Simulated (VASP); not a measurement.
Write the native input for VASP 6.6.1 that does the following.

```yaml
Task: single point
Functional: LDA
Potentials_or_basis: VASP PAW LDA potentials, release 64 (Ca_sv, Sb, As)
Cutoff: 520 eV
k_mesh: 6 × 6 × 6
Occupations: gaussian, width 0.03 eV
Spin: no spin polarisation
Dipole_correction: no
Further_INCAR_settings: ALGO = Normal; EDIFF = 1e-06; NBANDS = 28
```

The structure of Ca3SbAs lies in POSCAR:

```
Ca3SbAs
1.0
    5.4900000000      0.0000000000      0.0000000000
    0.0000000000      5.7096000000      0.0000000000
    0.0000000000      0.0000000000      5.4900000000
Ca Sb As
3 1 1
Direct
    0.0000000000      0.5000000000      0.5000000000
    0.5000000000      0.0000000000      0.5000000000
    0.5000000000      0.5000000000      0.0000000000
    0.0000000000      0.0000000000      0.0000000000
    0.5000000000      0.5000000000      0.5000000000
```

This cell differs from its parent crystal: strain +0.0400 x Voigt [0, 1, 0, 0, 0, 0].

These files were run (other wordings do the same):

INCAR

```
PREC     = Accurate       # precision mode
ENCUT    = 520            # plane-wave cutoff, eV
EDIFF    = 1E-6           # SCF threshold, eV
ISMEAR   = 0              # smearing method
SIGMA    = 0.03           # smearing width, eV
LREAL    = F              # projectors in reciprocal space
LASPH    = T              # aspherical terms in the spheres
NELM     = 100            # most SCF steps
ALGO     = Normal         # electronic algorithm
ISIF     = 2              # what is computed and relaxed
LWAVE    = F              # write WAVECAR
LCHARG   = F              # write CHGCAR
GGA      = CA             # functional
NBANDS   = 28             # bands
```

KPOINTS

```
regular mesh
0
Gamma
  6 6 6
```

Potentials or basis: VASP PAW LDA potentials, release 64 (Ca_sv, Sb, As).

The run is started by

```console
$ cat potpaw_LDA.64/Ca_sv/POTCAR potpaw_LDA.64/Sb/POTCAR potpaw_LDA.64/As/POTCAR > POTCAR
$ mpirun -np 1 vasp_std > vasp.out
```

Results of the run:

* Pressure: -3.7 GPa
* Band gap on the k mesh: 0.10 eV, direct

Caveat: the cell differs from its parent crystal (strain +0.0400 x Voigt [0, 1, 0, 0, 0, 0]); spin-orbit coupling is left out, which moves the levels of the heavy elements.

Wall time 4.8 min on 1 thread of Intel Xeon 8259CL, with other jobs on the host, peak memory 0.34 GiB.
